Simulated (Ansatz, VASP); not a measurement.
## Two plane-wave programs on SnO2

File INCAR:

```
ALGO = Normal ; EDIFF = 1E-6
ENCUT = 520 ; GGA = PE
ISIF = 2 ; ISMEAR = 0
IVDW = 12 ; LASPH = T
LCHARG = T ; LELF = T
LREAL = F ; LVHAR = T
LWAVE = F ; NBANDS = 35
NELM = 60 ; PREC = Accurate
SIGMA = 0.05
```

Contents of KPOINTS:

```
k-points
0
Gamma
  12 12 4
```

The input POSCAR:

```
SnO2
1.0
    3.2649193715      0.0000000000      0.0000000000
   -1.6324596857      2.8275031170      0.0000000000
    0.0000000000      0.0000000000     10.5092995661
Sn O
2 4
Direct
    0.0000000000      0.0000000000      0.5000000000
    0.0000000000      0.0000000000      0.0000000000
    0.6666666667      0.3333333333      0.4018520904
    0.6666666667      0.3333333333      0.0981479096
    0.3333333333      0.6666666667      0.5981479096
    0.3333333333      0.6666666667      0.9018520904
```

Input for Ansatz:

```yaml
crystal:
  lattice:
    - [3.2649193715, 0.0, 0.0]
    - [-1.6324596857, 2.827503117, 0.0]
    - [0.0, 0.0, 10.5092995661]
  atoms:
    - { symbol: Sn, position: [0.0, 0.0, 0.5] }
    - { symbol: Sn, position: [0.0, 0.0, 0.0] }
    - { symbol: O, position: [0.6666666667, 0.3333333333, 0.4018520904] }
    - { symbol: O, position: [0.6666666667, 0.3333333333, 0.0981479096] }
    - { symbol: O, position: [0.3333333333, 0.6666666667, 0.5981479096] }
    - { symbol: O, position: [0.3333333333, 0.6666666667, 0.9018520904] }
basis:
  ecutwfc: 520.0
kpoints:
  mp_grid: { grid: [12, 12, 4] }
hamiltonian:
  xc: pbe
  pseudopotentials: { kind: paw, azcp: { folder: soft_1 } }
  dispersion: d3bj
scf:
  occupations: { method: gaussian, width: 0.05 }
output:
  forces: true
  stress: true
  eigenvalues: true
```

Change from the starting cell: mode 1 frozen in at +0.000 Å, equal normal strain along x, y and z +0.0167.

Alike in both runs: task single point; functional PBE; dispersion D3(BJ); k mesh 12 × 12 × 4; occupations gaussian, width 0.05 eV; no spin polarisation.

|  | VASP | Ansatz |
| --- | --- | --- |
| version | VASP 6.6.1 | Ansatz 0.2.0 |
| potentials or method | VASP PAW PBE potentials, release 64 (Sn_d, O), cutoff 520 eV | scalar-relativistic, plane waves, PAW |
| valence electrons in the cell | 52 | 52 |

|  | VASP | Ansatz | Ansatz less VASP |
| --- | --- | --- | --- |
| gap on the k mesh at the Fermi level (eV) | 1.77 | 1.80 | +0.023 |
| least direct gap on the mesh (eV) | 2.08 | 2.10 | +0.016 |
| pressure (GPa) | -5.5 | -6.0 | -0.48 |
| traceless stress, the component that is largest in VASP (GPa) | 2.12 | 2.42 | +0.297 |
| rms of the force components (eV/Å) | 0.211 | 0.235 | +0.0240 |

Atom by atom the forces differ by 0.024 eV/Å (rms over components).
